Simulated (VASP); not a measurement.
# Sn3I2 (P-3m1) in VASP: a series of runs

Runs on Sn3I2. Level: PBE. Tasks: single point, relaxation of cell and atoms.

All numbers are computed with VASP 6.6.1; they aren't measurements. Logs are shortened: lines on timing, memory, paths and dates and some standing lists are left out, and cuts for length are marked.

## (1) The cell of the first run

It takes space group P-3m1 (No. 164, trigonal). Conventional cell: a = 4.647 Å, b = 4.647 Å, c = 12.490 Å, α = 90.00°, β = 90.00°, γ = 120.00°. Sn (site symmetry -3m) has 6 I at 3.24 Å within 4.3 Å. Sn (site symmetry 3m) has 3 Sn at 2.82 Å within 3.7 Å. Within 4.3 Å of I (site symmetry 3m) lie 3 Sn at 3.24 Å.

## (2) Single point, PBE

File INCAR:

```
PREC = Accurate
ENCUT = 520
EDIFF = 1E-7
ISMEAR = 0
SIGMA = 0.1
LREAL = False
LASPH = True
NELM = 100
ALGO = Normal
ISIF = 2
LWAVE = False
LCHARG = True
GGA = PE
LELF = True
LVHAR = True
NBANDS = 36
```

File KPOINTS:

```
Automatic mesh
0
Gamma
  6 6 2
```

File POSCAR:

```
Sn3I2
1.0
    4.6474800035      0.0000000000      0.0000000000
   -2.3237400018      4.0248357466      0.0000000000
    0.0000000000      0.0000000000     12.4899151315
Sn I
3 2
Direct
    0.0000000000      0.0000000000      0.0000000000
    0.3333333333      0.6666666667      0.5350254108
    0.6666666667      0.3333333333      0.4649745892
    0.3333333333      0.6666666667      0.1449319660
    0.6666666667      0.3333333333      0.8550680340
```

Potentials or basis: VASP PAW PBE potentials, release 64 (Sn_d, I).

Command:

```sh
$ cat potpaw_PBE.64/Sn_d/POTCAR potpaw_PBE.64/I/POTCAR > POTCAR
$ mpirun -np 1 vasp_std > vasp.out
```

OUTCAR:

```text
PREC = Accurate
   ENCUT = 520
   EDIFF = 1E-7
   ISMEAR = 0
   LREAL = False
   LASPH = True
   NELM = 100
   ISIF = 2
   GGA = PE

 ion  position               nearest neighbor table
   1  0.000  0.000  0.000-   4 3.24   5 3.24   5 3.24   4 3.24   5 3.24   4 3.24
   2  0.333  0.667  0.535-   3 2.82   3 2.82   3 2.82
   3  0.667  0.333  0.465-   2 2.82   2 2.82   2 2.82
   4  0.333  0.667  0.145-   1 3.24   1 3.24   1 3.24
   5  0.667  0.333  0.855-   1 3.24   1 3.24   1 3.24

  LATTYP: Found a hexagonal cell.
 ALAT       =     4.6474800035
 C/A-ratio  =     2.6874596818

  Lattice vectors:

 A1 = (   4.6474800035,   0.0000000000,   0.0000000000)
 A2 = (  -2.3237400018,   4.0248357466,   0.0000000000)
 A3 = (   0.0000000000,   0.0000000000,  12.4899151315)

Analysis of symmetry for initial positions (statically):
=====================================================================
 Subroutine PRICEL returns:
 Original cell was already a primitive cell.

 Routine SETGRP: Setting up the symmetry group for a
 hexagonal supercell.

 Subroutine GETGRP returns: Found 12 space group operations
 (whereof 12 operations were pure point group operations)
 out of a pool of 24 trial point group operations.

The static configuration has the point symmetry D_3d.

Analysis of symmetry for dynamics (positions and initial velocities):
=====================================================================
 Subroutine PRICEL returns:
 Original cell was already a primitive cell.

 Routine SETGRP: Setting up the symmetry group for a
 hexagonal supercell.

 Subroutine GETGRP returns: Found 12 space group operations
 (whereof 12 operations were pure point group operations)
 out of a pool of 24 trial point group operations.

The dynamic configuration has the point symmetry D_3d.

 Subroutine INISYM returns: Found 12 space group operations
 (whereof 12 operations are pure point group operations),
 and found     1 'primitive' translations

----------------------------------------------------------------------------------------

                                     Primitive cell

  volume of cell :     233.6282
[... 79 lines left out ...]
   LNONCOLLINEAR =      F non collinear calculations
   LSORBIT =      F    spin-orbit coupling
   LASPH  =      T    aspherical Exc in radial PAW
   ENCUT  =  520.0 eV  38.22 Ry    6.18 a.u.   8.64  8.64 23.22*2*pi/ulx,y,z
   NELM   =    100;   NELMIN=  2; NELMDL= -5     # of ELM steps
   EDIFF  = 0.1E-06   stopping-criterion for ELM
   LREAL  =      F    real-space projection
   EDIFFG = 0.1E-05   stopping-criterion for IOM
   NSW    =      0    number of steps for IOM
   IBRION =     -1    ionic relax: 0-MD 1-quasi-New 2-CG
   NFREE  =      0    steps in history (QN), initial steepest desc. (CG)
   ISIF   =      2    stress and relaxation
   ISYM   =      2    0-nonsym 1-usesym 2-fastsym
   POTIM  = 0.5000    time-step for ionic-motion
   TEBEG  =    0.0;   TEEND  =   0.0 temperature during run
   PSTRESS=    0.0 pullay stress
   NELECT =      56.0000    total number of electrons
   NUPDOWN=      -1.0000    fix difference up-down
   EMIN   =  10.00;   EMAX   =-10.00  energy-range for DOS
   EFERMI =   0.00;   METHOD = LEGACY
   ISMEAR =     0;   SIGMA  =   0.10  broadening in eV -4-tet -1-fermi 0-gaus
   EFERMI_NEDOS =   21; number of points for ismear=-14 and -15
   IALGO  =     38    algorithm
   IMIX   =      4    mixing-type and parameters
     AMIX     =   0.40;   BMIX     =  1.00
     AMIX_MAG =   1.60;   BMIX_MAG =  1.00
  volume/ion in A,a.u.               =      46.73       315.32
  Fermi-wavevector in a.u.,A,eV,Ry     =   1.016941  1.921740 14.070725  1.034169
  Thomas-Fermi vector in A             =   2.150314
   LORBIT       =      0    0 simple, 1 ext, 2 COOP (PROOUT), +10 PAW based schemes
   GGA     = PE    functional components
   LHFCALC =     F    Hartree Fock is set to
   AEXX    =    0.0000 exact exchange contribution
   IVDW    =     0    specifies the selected vdW correction
   LEPSILON=     F    determine dielectric tensor
   LRPA    =     F    only Hartree local field effects (RPA)
 non-spin polarized calculation
 Gauss-broadening in eV      SIGMA  =   0.10
  energy-cutoff  :      520.00
  volume of cell :      233.63
 maximum number of plane-waves:      6324
 NGX is ok and might be reduce to    36
   NGX = 17   NGY = 17   NGZ = 47

 number of electron      55.9999994 magnetization

 Free energy of the ion-electron system (eV)
  ---------------------------------------------------
  ext. energy  EPLUGINS =         0.00000000
  ---------------------------------------------------
  free energy    TOTEN  =       -15.28436075 eV

  energy without entropy =      -15.27912985  energy(sigma->0) =      -15.28174530

 E-fermi :   3.1462     XC(G=0):  -7.4924

 val. band max:        3.0956197345   @ k =   0.3333   0.3333   0.0000
 cond. band min:       3.1935260184   @ k =   0.3333   0.3333   0.5000
 fundamental gap:      0.0979062839
 Fermi energy:         3.1461548835

 k-point     1 :       0.0000    0.0000    0.0000
  band No.  band energies     occupation
      1     -19.3713      2.00000
      2     -19.3670      2.00000
      3     -19.3670      2.00000
      4     -19.3609      2.00000
      5     -19.3609      2.00000
      6     -18.1744      2.00000
[... 535 lines left out ...]
     35       8.1478      0.00000
     36       8.6076      0.00000

------------------------ aborting loop because EDIFF is reached ----------------------------------------

  FORCE on cell =-STRESS in cart. coord.  units (eV):
  Direction    XX          YY          ZZ          XY          YZ          ZX
  --------------------------------------------------------------------------------------
  -------------------------------------------------------------------------------------
  Total       -0.0395423     -0.0395423      0.0269367      0.0000000      0.0000000     -0.0000000
  in kB       -0.2711734     -0.2711734      0.1847270      0.0000000      0.0000000     -0.0000000
  external PRESSURE =      -0.1192066 kB  Pullay stress =       0.0000000 kB

 VOLUME and BASIS-vectors are now :
 -----------------------------------------------------------------------------
  energy-cutoff  :      520.00
  volume of cell :      233.63
      direct lattice vectors                 reciprocal lattice vectors
     4.647480004  0.000000000  0.000000000     0.215170372  0.124228672  0.000000000
    -2.323740002  4.024835747  0.000000000     0.000000000  0.248457344  0.000000000
     0.000000000  0.000000000 12.489915132     0.000000000  0.000000000  0.080064595

 POSITION                                       TOTAL-FORCE (eV/Angst)
 -----------------------------------------------------------------------------------
      0.00000      0.00000      0.00000        -0.000000     -0.000000      0.000000
     -0.00000      2.68322      6.68242         0.000000     -0.000000      0.004869
      2.32374      1.34161      5.80749        -0.000000      0.000000     -0.004869
     -0.00000      2.68322      1.81019         0.000000      0.000000      0.002364
      2.32374      1.34161     10.67973         0.000000     -0.000000     -0.002364
 -----------------------------------------------------------------------------------
    total drift:                                0.000000     -0.000000      0.000000

  FREE ENERGIE OF THE ION-ELECTRON SYSTEM (eV)
  ---------------------------------------------------
  free  energy   TOTEN  =       -15.2843607506 eV

  energy  without entropy=      -15.2791298509  energy(sigma->0) =      -15.28174530
```

stdout:

```text
POSCAR found type information on POSCAR SnI
 POSCAR found :  2 types and       5 ions
 scaLAPACK will be used
 LDA part: xc-table for (Slater+PW92), standard interpolation
 POSCAR, INCAR and KPOINTS ok, starting setup
 FFT: planning ... GRIDC
 FFT: planning ... GRID_SOFT
 FFT: planning ... GRID
 WAVECAR not read
 entering main loop
```

Run time: 65 s. Hardware: 1 thread of AMD EPYC 9R45 (Zen 5), shared host; peak memory 0.36 GiB.

What came out:

| Item | Value |
| --- | --- |
| Free energy | -15.2844 eV |
| Pressure | 0.0 GPa |
| Largest force | 0.005 eV/Å |
| Band gap on the k mesh | zero (bands 28 and 29 overlap by 0.10 eV) |

Forces on the atoms (eV/Å):
```
Sn   0.000  0.000  0.000
Sn   0.000  0.000  0.005
Sn   0.000  0.000 -0.005
I    0.000  0.000  0.002
I    0.000  0.000 -0.002
```

Caveat: spin-orbit coupling is left out, which moves the levels of the heavy elements.

## (3) Single point, PBE

This run uses another cell than the first one, of 31.71 Å³/atom.

File INCAR:

```
SYSTEM = Sn3I2
ALGO = Normal ; EDIFF = 1E-6
ENCUT = 520 ; GGA = PE
ISIF = 2 ; ISMEAR = 0
LASPH = .True. ; LCHARG = .False.
LREAL = .False. ; LWAVE = .False.
NBANDS = 36 ; NELM = 60
PREC = Accurate ; SIGMA = 0.1
```

File KPOINTS:

```
k-points
0
Gamma
  6 6 4
  0 0 0
```

File POSCAR:

```
Sn3I2
1.0
    4.9004358823      0.0000000000      0.0000000000
   -2.4502179412      4.2439019637      0.0000000000
    0.0000000000      0.0000000000      7.6242822230
Sn I
3 2
Direct
    0.0000000000      0.0000000000      0.0000000000
    0.3333333333      0.6666666667      0.6450000000
    0.6666666667      0.3333333333      0.3550000000
    0.3333333333      0.6666666667      0.2450000000
    0.6666666667      0.3333333333      0.7550000000
```

Potentials or basis: VASP PAW PBE potentials, release 64 (Sn_d, I).

Command:

```sh
$ cat potpaw_PBE.64/Sn_d/POTCAR potpaw_PBE.64/I/POTCAR > POTCAR
$ mpirun -np 1 vasp_std > vasp.out
```

OUTCAR:

```text
SYSTEM = Sn3I2
   EDIFF = 1E-6
   ENCUT = 520
   GGA = PE
   ISIF = 2
   ISMEAR = 0
   LASPH = .True.
   LREAL = .False.
   NELM = 60
   PREC = Accurate

 ion  position               nearest neighbor table
   1  0.000  0.000  0.000-   4 3.39   5 3.39   5 3.39   4 3.39   5 3.39   4 3.39
   2  0.333  0.667  0.645-   5 2.95   5 2.95   5 2.95   4 3.05   3 3.59   3 3.59   3 3.59
   3  0.667  0.333  0.355-   4 2.95   4 2.95   4 2.95   5 3.05   2 3.59   2 3.59   2 3.59
   4  0.333  0.667  0.245-   3 2.95   3 2.95   3 2.95   2 3.05   1 3.39   1 3.39   1 3.39
   5  0.667  0.333  0.755-   2 2.95   2 2.95   2 2.95   3 3.05   1 3.39   1 3.39   1 3.39

  LATTYP: Found a hexagonal cell.
 ALAT       =     4.9004358823
 C/A-ratio  =     1.5558375635

  Lattice vectors:

 A1 = (   4.9004358823,   0.0000000000,   0.0000000000)
 A2 = (  -2.4502179412,   4.2439019637,   0.0000000000)
 A3 = (   0.0000000000,   0.0000000000,   7.6242822230)

Analysis of symmetry for initial positions (statically):
=====================================================================
 Subroutine PRICEL returns:
[... 175 lines left out ...]

 E-fermi :   7.3491     XC(G=0):  -9.4524

 val. band max:        7.3277092030   @ k =   0.5000   0.0000   0.2500
 cond. band min:       7.3606312243   @ k =   0.0000   0.0000   0.5000
 fundamental gap:      0.0329220213
 Fermi energy:         7.3490784672

 k-point     1 :       0.0000    0.0000    0.0000
  band No.  band energies     occupation
      1     -14.7977      2.00000
      2     -14.7975      2.00000
      3     -14.7975      2.00000
      4     -14.7958      2.00000
      5     -14.7958      2.00000
      6     -14.7683      2.00000
[... 925 lines left out ...]
     35      10.5660      0.00000
     36      12.7492      0.00000

------------------------ aborting loop because EDIFF is reached ----------------------------------------

  FORCE on cell =-STRESS in cart. coord.  units (eV):
  Direction    XX          YY          ZZ          XY          YZ          ZX
  --------------------------------------------------------------------------------------
  -------------------------------------------------------------------------------------
  Total        9.8244295      9.8244295      7.1146520     -0.0000000     -0.0000000     -0.0000000
  in kB       99.2702018     99.2702018     71.8894607     -0.0000000     -0.0000000     -0.0000000
  external PRESSURE =      90.1432881 kB  Pullay stress =       0.0000000 kB

 VOLUME and BASIS-vectors are now :
 -----------------------------------------------------------------------------
  energy-cutoff  :      520.00
  volume of cell :      158.56
      direct lattice vectors                 reciprocal lattice vectors
     4.900435882  0.000000000  0.000000000     0.204063480  0.117816105  0.000000000
    -2.450217941  4.243901964  0.000000000     0.000000000  0.235632210  0.000000000
     0.000000000  0.000000000  7.624282223     0.000000000  0.000000000  0.131159888

 POSITION                                       TOTAL-FORCE (eV/Angst)
 -----------------------------------------------------------------------------------
      0.00000      0.00000      0.00000        -0.000000      0.000000     -0.000000
     -0.00000      2.82927      4.91766         0.000000     -0.000000      0.214209
      2.45022      1.41463      2.70662        -0.000000      0.000000     -0.214209
     -0.00000      2.82927      1.86795         0.000000      0.000000     -2.088295
      2.45022      1.41463      5.75633         0.000000     -0.000000      2.088295
 -----------------------------------------------------------------------------------
    total drift:                               -0.000000     -0.000000     -0.000000

  FREE ENERGIE OF THE ION-ELECTRON SYSTEM (eV)
  ---------------------------------------------------
  free  energy   TOTEN  =       -11.0277245602 eV

  energy  without entropy=      -10.9988711865  energy(sigma->0) =      -11.01329787
```

OSZICAR:

```text
N       E                     dE             d eps       ncg     rms          rms(c)
DAV:   1     0.563478714697E+03    0.56348E+03   -0.26369E+04  1792   0.198E+03
DAV:   2     0.741471519069E+02   -0.48933E+03   -0.47918E+03  1748   0.535E+02
DAV:   3    -0.614972922297E+01   -0.80297E+02   -0.78835E+02  2108   0.184E+02
DAV:   4    -0.108689781454E+02   -0.47192E+01   -0.46705E+01  2020   0.456E+01
DAV:   5    -0.110436465798E+02   -0.17467E+00   -0.17455E+00  2464   0.905E+00    0.167E+01
DAV:   6    -0.110287281604E+02    0.14918E-01   -0.49140E-02  2228   0.120E+00    0.103E+01
DAV:   7    -0.110286893615E+02    0.38799E-04   -0.35761E-02  1912   0.835E-01    0.385E-01
DAV:   8    -0.110276614363E+02    0.10279E-02   -0.55440E-03  1900   0.358E-01    0.376E-01
DAV:   9    -0.110277585229E+02   -0.97087E-04   -0.11301E-03  2084   0.138E-01    0.542E-01
DAV:  10    -0.110277231125E+02    0.35410E-04   -0.10893E-04  1960   0.730E-02    0.326E-02
DAV:  11    -0.110277257395E+02   -0.26270E-05   -0.20493E-05  1700   0.211E-02    0.197E-02
DAV:  12    -0.110277245826E+02    0.11569E-05   -0.15457E-06  1236   0.852E-03    0.508E-03
DAV:  13    -0.110277245602E+02    0.22396E-07   -0.42330E-07  1040   0.442E-03
   1 F= -.11027725E+02 E0= -.11013298E+02  d E =-.288534E-01
```

It took 48 s on 1 thread of AMD EPYC 9R45 (Zen 5), shared host; peak memory 0.29 GiB.

What came out:

* Free energy: -11.0277 eV
* Pressure: 9.0 GPa
* Largest force: 2.088 eV/Å
* Band gap on the k mesh: zero (bands 28 and 29 overlap by 0.60 eV)

Forces on the atoms (eV/Å):
```
Sn   0.000  0.000  0.000
Sn   0.000  0.000  0.214
Sn   0.000  0.000 -0.214
I    0.000  0.000 -2.088
I    0.000  0.000  2.088
```

Caveat: the cell stands under pressure; spin-orbit coupling is left out, which moves the levels of the heavy elements; forces of over 1 eV/Å act on the atoms, so gaps and moduli don't describe the material at rest.

## (4) Relaxation of cell and atoms, PBE

This run uses another cell than the first one, of 31.71 Å³/atom.

File INCAR:

```
ALGO = Normal ; EDIFF = 1E-7
EDIFFG = -0.04 ; ENCUT = 600
GGA = PE ; IBRION = 2
ISIF = 3 ; ISMEAR = 0
LASPH = True ; LCHARG = False
LREAL = False ; LWAVE = False
NELM = 60 ; NSW = 90
PREC = Accurate ; SIGMA = 0.1
```

File KPOINTS:

```
k-points
0
Gamma
  6 6 2
```

POSCAR is that of step 3.

Command:

```sh
$ cat potpaw_PBE.64/Sn_d/POTCAR potpaw_PBE.64/I/POTCAR > POTCAR
$ mpirun -np 1 vasp_std > vasp.out
```

It took 30 min on 1 thread of AMD EPYC 9R45 (Zen 5), shared host; peak memory 0.34 GiB.

The run converged. Its results:

```
Free energy                           : -15.2451 eV
Relaxed volume                        : 45.47 Å³/atom
Relaxed cell                          : a = 4.647 Å, b = 4.647 Å, c = 12.156 Å, α = 90.00°, β = 90.00°, γ = 120.00°
Space group after relaxing (to 0.1 Å) : P-3m1 (No. 164)
Energy gained by relaxing             : 838.1 meV/atom
Ionic steps                           : 57
Pressure after relaxing               : 0.0 GPa
Largest force after relaxing          : 0.023 eV/Å
Band gap on the k mesh                : zero (bands 28 and 29 overlap by 0.14 eV)
```

Forces in eV/Å, atoms in the order of the input:
```
Sn   0.000  0.000  0.000
Sn   0.000  0.000  0.009
Sn   0.000  0.000 -0.009
I    0.000  0.000 -0.023
I    0.000  0.000  0.023
```

The path:
| step | energy change (eV) | largest force (eV/Å) | pressure (GPa) | volume (Å³) |
| --- | --- | --- | --- | --- |
| 1 | 0.0000 | 2.1958 | 8.77 | 158.56 |
| 3 | -1.1872 | 0.8550 | -0.64 | 202.19 |
| 5 | -1.5437 | 0.7614 | -0.45 | 190.97 |
| 7 | -1.8569 | 0.5536 | 2.00 | 167.68 |
| 9 | -1.9556 | 0.4671 | -0.21 | 179.26 |
| 11 | -2.0017 | 0.5480 | -0.16 | 178.52 |
| 13 | -2.5636 | 0.5910 | 2.29 | 171.34 |
| 15 | -2.5664 | 0.5113 | 2.56 | 170.66 |
| 17 | -2.5874 | 0.4419 | 3.21 | 169.65 |
| 19 | -2.6074 | 0.4712 | 3.31 | 169.82 |
| 21 | -2.6513 | 0.6470 | 3.87 | 170.55 |
| 23 | -2.7841 | 0.4248 | 3.10 | 174.09 |
| 25 | -3.0839 | 0.3121 | 0.66 | 190.36 |
| 27 | -3.0991 | 0.4824 | 0.10 | 196.04 |
| 29 | -3.1384 | 0.4682 | 0.10 | 196.12 |
| 31 | -3.2986 | 0.3481 | 0.12 | 196.19 |
| 33 | -3.4306 | 0.8759 | 0.71 | 192.18 |
| 35 | -3.5389 | 0.5101 | 0.20 | 195.82 |
| 37 | -3.5860 | 0.8376 | -1.83 | 207.21 |
| 39 | -3.7664 | 0.7190 | -0.63 | 199.17 |
| 41 | -3.8650 | 0.6630 | 0.11 | 194.05 |
| 43 | -3.9990 | 0.3071 | 2.40 | 191.65 |
| 45 | -4.0697 | 0.1542 | 1.04 | 196.61 |
| 47 | -4.1217 | 0.3305 | -0.18 | 210.81 |
| 49 | -4.1685 | 0.0931 | 0.12 | 215.43 |
| 51 | -4.1770 | 0.1078 | 0.41 | 218.66 |
| 53 | -4.1863 | 0.0915 | -0.09 | 226.22 |
| 55 | -4.1903 | 0.0439 | 0.03 | 226.69 |
| 57 | -4.1906 | 0.0231 | -0.04 | 227.34 |

Final structure:
```cif
data_structure
_symmetry_space_group_name_H-M 'P 1'
_symmetry_Int_Tables_number 1
_cell_length_a 4.6470
_cell_length_b 4.6470
_cell_length_c 12.1563
_cell_angle_alpha 90.000
_cell_angle_beta 90.000
_cell_angle_gamma 120.000
_cell_volume 227.34
loop_
_atom_site_label
_atom_site_type_symbol
_atom_site_fract_x
_atom_site_fract_y
_atom_site_fract_z
_atom_site_occupancy
Sn1 Sn 0.00000 0.00000 0.00000 1
Sn2 Sn 0.33333 0.66667 0.53607 1
Sn3 Sn 0.66667 0.33333 0.46393 1
I1 I 0.33333 0.66667 0.14948 1
I2 I 0.66667 0.33333 0.85052 1
```

Levels at points of the mesh, in eV from the Fermi level:
```
           k point  band 25  band 26  band 27  band 28  band 29  band 30  band 31  band 32
(0.00, 0.00, 0.00)    -2.52    -2.19    -0.15    -0.15     0.23     0.59     1.17     1.17
(0.50, 0.00, 0.00)    -2.75    -2.34    -1.40    -0.82     0.46     1.10     1.60     1.91
(0.00, 0.00, 0.50)    -2.70    -1.97    -0.15    -0.15     0.24     0.51     1.18     1.18
(0.50, 0.00, 0.50)    -2.76    -2.29    -1.39    -0.95     0.64     1.19     1.63     1.89
```

Caveat: the k points lie up to 0.26 Å⁻¹ apart in the final cell; the volume moved by over 15 % at a fixed basis, so the end points are rough; spin-orbit coupling is left out, which moves the levels of the heavy elements.

(Part 1 of 2 ends here.)

The gap in the log of VASP goes by the Fermi energy; the results here count the filled bands.